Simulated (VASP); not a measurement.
# Bi2Te3 (R-3m) in VASP: further runs, part 2 of 2

VASP 6.6.1. Earlier steps stand in the parts before.

## Step 3: Single point, LDA

This run uses another cell than the first one, of 33.87 Å³/atom.

Contents of INCAR:

```
  PREC = Accurate
  ENCUT = 520
  EDIFF = 1E-6
  ISMEAR = -1
  SIGMA = 0.05
  LREAL = F
  LASPH = T
  NELM = 100
  ALGO = Normal
  ISIF = 2
  LWAVE = F
  LCHARG = F
  NBANDS = 32
```

Contents of KPOINTS:

```
Automatic mesh
0
Gamma
  7 7 7
```

Contents of POSCAR:

```
Bi2Te3
1.0
    2.1930000000      1.2661291403     10.1656666667
   -2.1930000000      1.2661291403     10.1656666667
    0.0000000000     -2.5322582807     10.1656666667
Bi Te
2 3
Direct
    0.6000000000      0.6000000000      0.6000000000
    0.4000000000      0.4000000000      0.4000000000
    0.7905000000      0.7905000000      0.7905000000
    0.2095000000      0.2095000000      0.2095000000
    0.0000000000      0.0000000000      0.0000000000
```

Potentials or basis: VASP PAW LDA potentials, release 64 (Bi_d, Te).

On the command line:

```bash
$ cat potpaw_LDA.64/Bi_d/POTCAR potpaw_LDA.64/Te/POTCAR > POTCAR
$ mpirun -np 1 vasp_std > vasp.out
```

OUTCAR:

```text
PREC = Accurate
   ENCUT = 520
   EDIFF = 1E-6
   ISMEAR = -1
   LREAL = F
   LASPH = T
   NELM = 100
   ISIF = 2

 ion  position               nearest neighbor table
   1  0.600  0.600  0.600-   4 3.07   4 3.07   4 3.07   5 3.25   5 3.25   5 3.25
   2  0.400  0.400  0.400-   3 3.07   3 3.07   3 3.07   5 3.25   5 3.25   5 3.25
   3  0.791  0.791  0.791-   2 3.07   2 3.07   2 3.07   4 3.64   4 3.64   4 3.64
   4  0.209  0.209  0.209-   1 3.07   1 3.07   1 3.07   3 3.64   3 3.64   3 3.64
   5  0.000  0.000  0.000-   1 3.25   2 3.25   1 3.25   1 3.25   2 3.25   2 3.25

  LATTYP: Found a trigonal (rhomboedric) cell.
 ALAT       =    10.4763118882
 COS(alpha) =     0.9123624111

  Lattice vectors:

 A1 = (   2.1930000000,   1.2661291403,  10.1656666667)
 A2 = (  -2.1930000000,   1.2661291403,  10.1656666667)
 A3 = (   0.0000000000,  -2.5322582807,  10.1656666667)

Analysis of symmetry for initial positions (statically):
=====================================================================
 Subroutine PRICEL returns:
 Original cell was already a primitive cell.

 Routine SETGRP: Setting up the symmetry group for a
 trigonal (rhombohedral) supercell.

 Subroutine GETGRP returns: Found 12 space group operations
 (whereof 12 operations were pure point group operations)
 out of a pool of 12 trial point group operations.

The static configuration has the point symmetry D_3d.

Analysis of symmetry for dynamics (positions and initial velocities):
=====================================================================
 Subroutine PRICEL returns:
 Original cell was already a primitive cell.

 Routine SETGRP: Setting up the symmetry group for a
 trigonal (rhombohedral) supercell.

 Subroutine GETGRP returns: Found 12 space group operations
 (whereof 12 operations were pure point group operations)
 out of a pool of 12 trial point group operations.

The dynamic configuration has the point symmetry D_3d.

 Subroutine INISYM returns: Found 12 space group operations
 (whereof 12 operations are pure point group operations),
 and found     1 'primitive' translations
[... 123 lines left out ...]
  Fermi-wavevector in a.u.,A,eV,Ry     =   1.075360  2.032136 15.733774  1.156400
  Thomas-Fermi vector in A             =   2.211215
   LORBIT       =      0    0 simple, 1 ext, 2 COOP (PROOUT), +10 PAW based schemes
   GGA     = CA    functional components
   LHFCALC =     F    Hartree Fock is set to
   AEXX    =    0.0000 exact exchange contribution
   IVDW    =     0    specifies the selected vdW correction
   LEPSILON=     F    determine dielectric tensor
   LRPA    =     F    only Hartree local field effects (RPA)
 non-spin polarized calculation
  energy-cutoff  :      520.00
  volume of cell :      169.36
 maximum number of plane-waves:      4577
 NGX is ok and might be reduce to    80
   NGX = 39   NGY = 39   NGZ = 39

 number of electron      48.0000004 magnetization

 Free energy of the ion-electron system (eV)
  ---------------------------------------------------
  ext. energy  EPLUGINS =         0.00000000
  ---------------------------------------------------
  free energy    TOTEN  =       -21.57738848 eV

  energy without entropy =      -21.57709232  energy(sigma->0) =      -21.57724040

 E-fermi :   6.1291     XC(G=0):  -9.5807

 val. band max:        6.0281339458   @ k =   0.0000   0.0000   0.0000
 cond. band min:       6.2245612606   @ k =   0.0000   0.0000   0.0000
 fundamental gap:      0.1964273148
 Fermi energy:         6.1291010368

 k-point     1 :       0.0000    0.0000    0.0000
  band No.  band energies     occupation
      1     -17.1095      2.00000
      2     -17.1095      2.00000
      3     -17.1080      2.00000
      4     -17.1080      2.00000
      5     -17.0972      2.00000
      6     -17.0958      2.00000
[... 829 lines left out ...]
     31      10.4161      0.00000
     32      10.4678      0.00000

 [... further k-points ...]

------------------------ aborting loop because EDIFF is reached ----------------------------------------

  FORCE on cell =-STRESS in cart. coord.  units (eV):
  Direction    XX          YY          ZZ          XY          YZ          ZX
  --------------------------------------------------------------------------------------
  -------------------------------------------------------------------------------------
  Total       -1.5941527     -1.5941527     -2.0805361      0.0000000      0.0000000      0.0000000
  in kB      -15.0812293    -15.0812293    -19.6825826      0.0000000      0.0000000      0.0000000
  external PRESSURE =     -16.6150137 kB  Pullay stress =       0.0000000 kB

 VOLUME and BASIS-vectors are now :
 -----------------------------------------------------------------------------
  energy-cutoff  :      520.00
  volume of cell :      169.36
      direct lattice vectors                 reciprocal lattice vectors
     2.193000000  1.266129140 10.165666667     0.227998176  0.131634808  0.032790111
    -2.193000000  1.266129140 10.165666667    -0.227998176  0.131634808  0.032790111
     0.000000000 -2.532258281 10.165666667     0.000000000 -0.263269617  0.032790111

 POSITION                                       TOTAL-FORCE (eV/Angst)
 -----------------------------------------------------------------------------------
      0.00000     -0.00000     18.29820         0.000000      0.000000     -0.059268
      0.00000     -0.00000     12.19880         0.000000     -0.000000      0.059268
      0.00000     -0.00000     24.10788         0.000000      0.000000     -0.154464
      0.00000     -0.00000      6.38912         0.000000     -0.000000      0.154464
      0.00000      0.00000      0.00000         0.000000     -0.000000      0.000000
 -----------------------------------------------------------------------------------
    total drift:                               -0.000000     -0.000000     -0.000000

  FREE ENERGIE OF THE ION-ELECTRON SYSTEM (eV)
  ---------------------------------------------------
  free  energy   TOTEN  =       -21.5773884846 eV

  energy  without entropy=      -21.5770923223  energy(sigma->0) =      -21.57724040
```

stdout:

```text
POSCAR found type information on POSCAR BiTe
 POSCAR found :  2 types and       5 ions
 scaLAPACK will be used
 LDA part: xc-table for (Slater(with rela. corr.)+CA(PZ))
 , standard interpolation
 POSCAR, INCAR and KPOINTS ok, starting setup
 FFT: planning ... GRIDC
 FFT: planning ... GRID_SOFT
 FFT: planning ... GRID
 WAVECAR not read
 entering main loop
```

It took 17 min on 1 thread of Intel Xeon Platinum 8488C (Sapphire Rapids), shared host; peak memory 0.76 GiB.

Results:

```
Free energy            : -21.5774 eV
Pressure               : -1.7 GPa
Largest force          : 0.154 eV/Å
Band gap on the k mesh : 0.20 eV
```

Forces in eV/Å, atoms in the order of the input:
```
Bi   0.000  0.000 -0.059
Bi   0.000  0.000  0.059
Te   0.000  0.000 -0.154
Te   0.000  0.000  0.154
Te   0.000  0.000  0.000
```

Stress tensor (GPa, compression positive):
```
-1.51  0.00  0.00
 0.00 -1.51  0.00
 0.00  0.00 -1.97
```

Levels at points of the mesh, in eV from the valence-band top:
```tsv
k point	band 22	band 23	band 24	band 25	band 26	band 27
(0.00, 0.00, 0.00)	-0.85	-0.85	0.00	0.20	0.61	0.61
```

Caveat: spin-orbit coupling is left out, which moves the levels of the heavy elements.

## Step 4: Single point, PBE

This run uses another cell than the first one, of 36.50 Å³/atom.

Contents of INCAR:

```
SYSTEM = Bi2Te3
  PREC = Accurate
  ENCUT = 520
  EDIFF = 1E-7
  ISMEAR = -1
  SIGMA = 0.05
  LREAL = .False.
  LASPH = .True.
  NELM = 60
  ALGO = Normal
  ISIF = 2
  LWAVE = .False.
  LCHARG = .True.
  GGA = PE
  LELF = .True.
  LVHAR = .True.
  NBANDS = 32
```

Contents of KPOINTS:

```
regular mesh
0
Gamma
  7 7 7
  0 0 0
```

Contents of POSCAR:

```
Bi2Te3
1.0
    2.2242469532      1.2841695772     10.6489685710
   -2.2242469532      1.2841695772     10.6489685710
    0.0000000000     -2.5683391544     10.6489685710
Bi Te
2 3
Direct
    0.6024029837      0.6024029837      0.6024029837
    0.3975970163      0.3975970163      0.3975970163
    0.7847936981      0.7847936981      0.7847936981
    0.2152063019      0.2152063019      0.2152063019
    0.0000000000      0.0000000000      0.0000000000
```

Potentials or basis: VASP PAW PBE potentials, release 64 (Bi_d, Te).

On the command line:

```bash
$ cat potpaw_PBE.64/Bi_d/POTCAR potpaw_PBE.64/Te/POTCAR > POTCAR
$ mpirun -np 1 vasp_std > vasp.out
```

Run time: 24 min. Hardware: 1 thread of Intel Xeon Platinum 8488C (Sapphire Rapids), shared host; peak memory 1.2 GiB.

The run converged. Its results:

* Free energy: -18.4000 eV
* Pressure: 0.0 GPa
* Largest force: 0.009 eV/Å
* Band gap on the k mesh: 0.49 eV

Forces on the atoms (eV/Å):
```
Bi   0.000  0.000  0.009
Bi   0.000  0.000 -0.009
Te   0.000  0.000  0.009
Te   0.000  0.000 -0.009
Te   0.000  0.000  0.000
```

Levels at points of the mesh, in eV from the valence-band top:
| k point | band 20 | band 21 | band 22 | band 23 | band 24 | band 25 | band 26 | band 27 | band 28 | band 29 |
| --- | --- | --- | --- | --- | --- | --- | --- | --- | --- | --- |
| (0.00, 0.00, 0.00) | -1.31 | -1.31 | -0.62 | -0.62 | 0.00 | 0.49 | 1.07 | 1.07 | 2.04 | 2.25 |

Caveat: spin-orbit coupling is left out, which moves the levels of the heavy elements.

## Step 5: Overview

```csv
level,potentials or basis,cell,gap on the mesh (eV),pressure (GPa),largest force (eV/Å)
LDA,"VASP PAW LDA potentials, release 64 (Bi_d, Te)","a = 10.269 Å, angles 24.5°, 5 atoms, atomic positions A",0.14,0.1,0.04
LDA,"VASP PAW LDA potentials, release 64 (Bi_d, Te)","a = 10.476 Å, angles 24.2°, 5 atoms, atomic positions B",0.20,-1.7,0.15
PBE,"VASP PAW PBE potentials, release 64 (Bi_d, Te)","a = 10.954 Å, angles 23.4°, 5 atoms, atomic positions C",0.49,0.0,0.01
```

Alike in all rows: task single point; no spin polarisation; k mesh 7 × 7 × 7; cutoff (eV) 520; smearing fermi-dirac 0.05 eV.

Caveats: spin-orbit coupling is left out, which moves the levels of the heavy elements.

Total energies depend on the potentials used, so only differences within one code and one set of settings carry meaning.

## Step 6: How close it comes

Step 2. Against the measured gap of Bi2Te3, 0.17 eV (quoted in “Vacancy and Antisite-Induced Ferromagnetism in Liquid-Phase Exfoliated Bi2Te3”, 2024, arxiv:2412.10539), the calculated 0.14 eV is off by -0.03 eV. Spin-orbit coupling on Bi, Te is left out. The value is that of LDA on a finite k mesh, which can miss the band edges, without temperature or zero-point motion. Semilocal functionals fall short of measured gaps as a rule.

Step 4. A measured gap of Bi2Te3 is 0.17 eV (quoted in “Vacancy and Antisite-Induced Ferromagnetism in Liquid-Phase Exfoliated Bi2Te3”, 2024, arxiv:2412.10539); the calculated 0.49 eV misses it by +0.32 eV. Spin-orbit coupling on Bi, Te is left out. The value is that of PBE on a finite k mesh, which can miss the band edges, without temperature or zero-point motion.
